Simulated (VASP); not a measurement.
# Bi2Se3 in VASP: a series of runs, part 2 of 2

VASP 6.6.1. Earlier steps stand in the parts before.

### 4 Single point, revPBE+D3(BJ)

This run uses another cell than the first one, of 27.51 Å³/atom.

The input, INCAR:

```
SYSTEM = Bi2Se3
ALGO = Normal
EDIFF = 1E-7
ENCUT = 520
GGA = RE
ISIF = 2
ISMEAR = -1
IVDW = 12
LASPH = .True.
LCHARG = .False.
LREAL = .False.
LWAVE = .False.
NBANDS = 32
NELM = 80
PREC = Accurate
SIGMA = 0.05
```

The input, KPOINTS:

```
k-points
0
Gamma
  8 8 8
  0 0 0
```

The input, POSCAR:

```
Bi2Se3
1.0
    2.0599399525      1.1893068861      9.3589411085
   -2.0599399525      1.1893068861      9.3589411085
    0.0000000000     -2.3786137722      9.3589411085
Bi Se
2 3
Direct
    0.5984739913      0.5984739913      0.5984739913
    0.4015260087      0.4015260087      0.4015260087
    0.7909612533      0.7909612533      0.7909612533
    0.2090387467      0.2090387467      0.2090387467
    0.0000000000      0.0000000000      0.0000000000
```

Potentials or basis: VASP PAW PBE potentials, release 64 (Bi_d, Se).

On the command line:

```
$ cat potpaw_PBE.64/Bi_d/POTCAR potpaw_PBE.64/Se/POTCAR > POTCAR
$ mpirun -np 1 vasp_std > vasp.out
```

OUTCAR:

```text
SYSTEM = Bi2Se3
   EDIFF = 1E-7
   ENCUT = 520
   GGA = RE
   ISIF = 2
   ISMEAR = -1
   IVDW = 12
   LASPH = .True.
   LREAL = .False.
   NELM = 80
   PREC = Accurate
 IVDW          = 12

 ion  position               nearest neighbor table
   1  0.598  0.598  0.598-   4 2.85   4 2.85   4 2.85   5 3.05   5 3.05   5 3.05
   2  0.402  0.402  0.402-   3 2.85   3 2.85   3 2.85   5 3.05   5 3.05   5 3.05
   3  0.791  0.791  0.791-   2 2.85   2 2.85   2 2.85
   4  0.209  0.209  0.209-   1 2.85   1 2.85   1 2.85
   5  0.000  0.000  0.000-   1 3.05   1 3.05   2 3.05   2 3.05   1 3.05   2 3.05

  LATTYP: Found a trigonal (rhomboedric) cell.
 ALAT       =     9.6564787656
 COS(alpha) =     0.9089873966

  Lattice vectors:

 A1 = (   2.0599399525,   1.1893068861,   9.3589411085)
 A2 = (  -2.0599399525,   1.1893068861,   9.3589411085)
 A3 = (   0.0000000000,  -2.3786137722,   9.3589411085)

Analysis of symmetry for initial positions (statically):
=====================================================================
 Subroutine PRICEL returns:
 Original cell was already a primitive cell.

[... 177 lines left out ...]
 cond. band min:       5.6709673377   @ k =   0.0000   0.0000   0.0000
 fundamental gap:      0.1531256812
 Fermi energy:         5.5953804494

 k-point     1 :       0.0000    0.0000    0.0000
  band No.  band energies     occupation
      1     -17.7856      2.00000
      2     -17.7856      2.00000
      3     -17.7839      2.00000
      4     -17.7839      2.00000
      5     -17.7789      2.00000
      6     -17.7760      2.00000
[... 829 lines left out ...]
     31      10.0090      0.00000
     32      11.7340      0.00000

 [... further k-points ...]

------------------------ aborting loop because EDIFF is reached ----------------------------------------

 Edisp (eV)   -3.92195

 E8    (eV) :    -2.7877

  FORCE on cell =-STRESS in cart. coord.  units (eV):
  Direction    XX          YY          ZZ          XY          YZ          ZX
  --------------------------------------------------------------------------------------
  -------------------------------------------------------------------------------------
  Total       0.04060     0.04060    -0.00674     0.00000     0.00000     0.00000
  in kB       0.47285     0.47285    -0.07845     0.00000     0.00000     0.00000
  external pressure =        0.29 kB  Pullay stress =        0.00 kB

 VOLUME and BASIS-vectors are now :
 -----------------------------------------------------------------------------
  energy-cutoff  :      520.00
  volume of cell :      137.57
      direct lattice vectors                 reciprocal lattice vectors
     2.059939953  1.189306886  9.358941108     0.242725522  0.140137645  0.035616565
    -2.059939953  1.189306886  9.358941108    -0.242725522  0.140137645  0.035616565
     0.000000000 -2.378613772  9.358941108     0.000000000 -0.280275291  0.035616565

 POSITION                                       TOTAL-FORCE (eV/Angst)
 -----------------------------------------------------------------------------------
      0.00000      0.00000     16.80325         0.000000     -0.000000      0.013334
      0.00000      0.00000     11.27357         0.000000      0.000000     -0.013334
      0.00000      0.00000     22.20768         0.000000      0.000000      0.017412
      0.00000      0.00000      5.86914         0.000000     -0.000000     -0.017412
      0.00000      0.00000      0.00000        -0.000000      0.000000     -0.000000
 -----------------------------------------------------------------------------------
    total drift:                                0.000000      0.000000     -0.000000

  FREE ENERGIE OF THE ION-ELECTRON SYSTEM (eV)
  ---------------------------------------------------
  free  energy   TOTEN  =       -22.3987081255 eV

  energy  without entropy=      -22.3984753736  energy(sigma->0) =      -22.39859175
```

OSZICAR:

```text
N       E                     dE             d eps       ncg     rms          rms(c)
DAV:   1     0.477667037536E+03    0.47767E+03   -0.22906E+04  4160   0.157E+03
DAV:   2     0.378892646325E+02   -0.43978E+03   -0.42114E+03  4240   0.420E+02
DAV:   3    -0.167884992320E+02   -0.54678E+02   -0.51788E+02  5536   0.152E+02
DAV:   4    -0.191154039991E+02   -0.23269E+01   -0.23129E+01  4688   0.320E+01
DAV:   5    -0.191973791950E+02   -0.81975E-01   -0.81947E-01  5928   0.648E+00    0.547E+00
DAV:   6    -0.184532982570E+02    0.74408E+00   -0.99316E-01  5736   0.714E+00    0.343E+00
DAV:   7    -0.184628841833E+02   -0.95859E-02   -0.35311E-01  4600   0.256E+00    0.183E+00
DAV:   8    -0.184747092840E+02   -0.11825E-01   -0.54906E-02  4848   0.123E+00    0.586E-01
DAV:   9    -0.184762452708E+02   -0.15360E-02   -0.21767E-03  5088   0.468E-01    0.139E-01
DAV:  10    -0.184765807588E+02   -0.33549E-03   -0.13620E-03  4776   0.186E-01    0.583E-02
DAV:  11    -0.184767008944E+02   -0.12014E-03   -0.21372E-04  4664   0.898E-02    0.304E-02
DAV:  12    -0.184767567834E+02   -0.55889E-04   -0.83795E-05  4432   0.430E-02    0.605E-03
DAV:  13    -0.184767606391E+02   -0.38557E-05   -0.60200E-06  5416   0.182E-02    0.423E-03
DAV:  14    -0.184767613677E+02   -0.72864E-06   -0.18019E-06  3832   0.752E-03    0.201E-03
DAV:  15    -0.184767615550E+02   -0.18733E-06   -0.10295E-07  3624   0.204E-03    0.525E-04
DAV:  16    -0.184767616081E+02   -0.53054E-07   -0.12493E-07  3640   0.176E-03
   1 F= -.22398708E+02 E0= -.22398592E+02  d E =-.232752E-03
```

Run time: 15 min. Hardware: 1 thread of Intel Xeon Platinum 8488C (Sapphire Rapids), shared host; peak memory 0.83 GiB.

What came out:

* Free energy: -22.3987 eV
* Pressure: 0.0 GPa
* Largest force: 0.017 eV/Å
* Band gap on the k mesh: 0.15 eV
* Dispersion energy per atom: -0.784 eV

Forces on the atoms (eV/Å):
```
Bi   0.000  0.000  0.013
Bi   0.000  0.000 -0.013
Se   0.000  0.000  0.017
Se   0.000  0.000 -0.017
Se   0.000  0.000  0.000
```

Caveat: the PAW data sets were made with another functional, which shifts forces and pressure a little; spin-orbit coupling is left out, which moves the levels of the heavy elements.

### 5 Single point, revPBE+D4

This run uses another cell than the first one, of 27.74 Å³/atom.

The input, INCAR:

```
SYSTEM = Bi2Se3
PREC     = Accurate       ! precision mode
ENCUT    = 520            ! plane-wave cutoff, eV
EDIFF    = 1E-7           ! SCF threshold, eV
ISMEAR   = -1             ! smearing method
SIGMA    = 0.05           ! smearing width, eV
LREAL    = .FALSE.        ! projectors in reciprocal space
LASPH    = .TRUE.         ! aspherical terms in the spheres
NELM     = 60             ! most SCF steps
ALGO     = Normal         ! electronic algorithm
ISIF     = 2              ! what is computed and relaxed
LWAVE    = .FALSE.        ! write WAVECAR
LCHARG   = .FALSE.        ! write CHGCAR
GGA      = RE             ! functional
IVDW     = 13             ! dispersion correction
NBANDS   = 32             ! bands
```

The input, KPOINTS:

```
regular mesh
0
G
  8 8 8
  0 0 0
```

The input, POSCAR:

```
Bi2Se3
1.0
    2.0643323390      1.1918428316      9.3939727908
   -2.0643323390      1.1918428316      9.3939727908
    0.0000000000     -2.3836856632      9.3939727908
Bi Se
2 3
Direct
    0.5985753284      0.5985753284      0.5985753284
    0.4014246716      0.4014246716      0.4014246716
    0.7906451694      0.7906451694      0.7906451694
    0.2093548306      0.2093548306      0.2093548306
    0.0000000000      0.0000000000      0.0000000000
```

On the command line:

```
$ cat potpaw_PBE.64/Bi_d/POTCAR potpaw_PBE.64/Se/POTCAR > POTCAR
$ mpirun -np 1 vasp_std > vasp.out
```

Run time: 14 min. Hardware: 1 thread of Intel Xeon Platinum 8488C (Sapphire Rapids), shared host; peak memory 0.83 GiB.

The run converged. Its results:

| Item | Value |
| --- | --- |
| Free energy | -22.1588 eV |
| Pressure | 0.0 GPa |
| Largest force | 0.015 eV/Å |
| Band gap on the k mesh | 0.17 eV |
| Dispersion energy per atom | -0.730 eV |

Forces on the atoms (eV/Å):
```
Bi   0.000  0.000  0.011
Bi   0.000  0.000 -0.011
Se   0.000  0.000  0.015
Se   0.000  0.000 -0.015
Se   0.000  0.000  0.000
```

Levels at points of the mesh, in eV from the valence-band top:
```csv
k point,band 21,band 22,band 23,band 24,band 25,band 26,band 27,band 28
"(0.00, 0.00, 0.00)",-2.00,-1.32,-1.32,0.00,0.17,1.25,1.25,2.12
"(0.50, 0.00, 0.00)",-3.19,-2.42,-1.32,-0.56,0.75,1.71,2.95,3.13
"(0.50, 0.50, 0.00)",-2.08,-1.96,-1.87,-1.03,1.25,1.90,2.52,2.95
"(0.50, 0.50, 0.50)",-1.62,-1.57,-1.57,-0.57,0.72,1.64,1.64,2.01
```

Caveat: the PAW data sets were made with another functional, which shifts forces and pressure a little; spin-orbit coupling is left out, which moves the levels of the heavy elements.

### 6 Single point, PBEsol (27.24 Å³/atom)

This run uses another cell than the first one, of 27.24 Å³/atom.

The input, INCAR:

```
PREC = Accurate
ENCUT = 520
EDIFF = 1E-6
ISMEAR = -1
SIGMA = 0.05
LREAL = False
LASPH = True
NELM = 60
ALGO = Normal
ISIF = 2
LWAVE = False
LCHARG = True
GGA = PS
LELF = True
LVHAR = True
NBANDS = 32
```

The input, KPOINTS:

```
Automatic mesh
0
Gamma
  8 8 8
```

The input, POSCAR:

```
Bi2Se3
1.0
    2.0435033248      1.1798171946      9.4163265280
   -2.0435033248      1.1798171946      9.4163265280
    0.0000000000     -2.3596343894      9.4163265280
Bi Se
2 3
Direct
    0.5992000000      0.5992000000      0.5992000000
    0.4008000000      0.4008000000      0.4008000000
    0.7883000000      0.7883000000      0.7883000000
    0.2117000000      0.2117000000      0.2117000000
    0.0000000000      0.0000000000      0.0000000000
```

Potentials or basis: VASP PAW PBE potentials, release 64 (Bi_d, Se).

On the command line:

```
$ cat potpaw_PBE.64/Bi_d/POTCAR potpaw_PBE.64/Se/POTCAR > POTCAR
$ mpirun -np 1 vasp_std > vasp.out
```

Wall time 9.5 min (1 thread of Intel Xeon 6975P-C (Granite Rapids), shared host); peak memory 0.84 GiB.

The run converged. Its results:

* Free energy: -22.0084 eV
* Pressure: 2.5 GPa
* Largest force: 0.414 eV/Å
* Band gap on the k mesh: 0.10 eV

Forces on the atoms (eV/Å):
```
Bi   0.000  0.000  0.296
Bi   0.000  0.000 -0.296
Se   0.000  0.000  0.414
Se   0.000  0.000 -0.414
Se   0.000  0.000  0.000
```

Levels at points of the mesh, in eV from the valence-band top:
```csv
k point,band 20,band 21,band 22,band 23,band 24,band 25,band 26,band 27,band 28,band 29
"(0.00, 0.00, 0.00)",-2.02,-2.02,-1.33,-1.33,0.00,0.10,1.31,1.31,2.06,2.72
"(0.50, 0.00, 0.00)",-3.25,-3.22,-2.35,-1.36,-0.60,0.72,1.87,2.86,3.20,3.81
"(0.50, 0.50, 0.00)",-2.78,-2.05,-2.03,-1.80,-1.08,1.23,1.86,2.61,3.00,3.56
"(0.50, 0.50, 0.50)",-1.77,-1.62,-1.52,-1.52,-0.49,0.53,1.65,1.65,2.04,2.35
```

Caveat: the PAW data sets were made with another functional, which shifts forces and pressure a little; spin-orbit coupling is left out, which moves the levels of the heavy elements. A k mesh can miss the band edges.

### 7 The runs side by side

```tsv
level	cell	gap on the mesh (eV)	pressure (GPa)	largest force (eV/Å)
RPBE	a = 12.231 Å, angles 19.9°, 5 atoms, atomic positions A	0.90	0.0	0.01
PBE	a = 9.840 Å, angles 24.3°, 5 atoms, atomic positions B	0.31	2.4	0.42
revPBE+D3(BJ)	a = 9.656 Å, angles 24.6°, 5 atoms, atomic positions C	0.15	0.0	0.02
revPBE+D4	a = 9.692 Å, angles 24.6°, 5 atoms, atomic positions D	0.17	0.0	0.02
PBEsol	a = 9.707 Å, angles 24.3°, 5 atoms, atomic positions E	0.10	2.5	0.41
```

Alike in all rows: task single point; potentials or basis VASP PAW PBE potentials, release 64 (Bi_d, Se); no spin polarisation; k mesh 8 × 8 × 8; cutoff (eV) 520; smearing fermi-dirac 0.05 eV.

Caveats: spin-orbit coupling is left out, which moves the levels of the heavy elements; the PAW data sets were made with another functional, which shifts forces and pressure a little (at least some runs).

Total energies depend on the potentials used, so only differences within one code and one set of settings carry meaning.
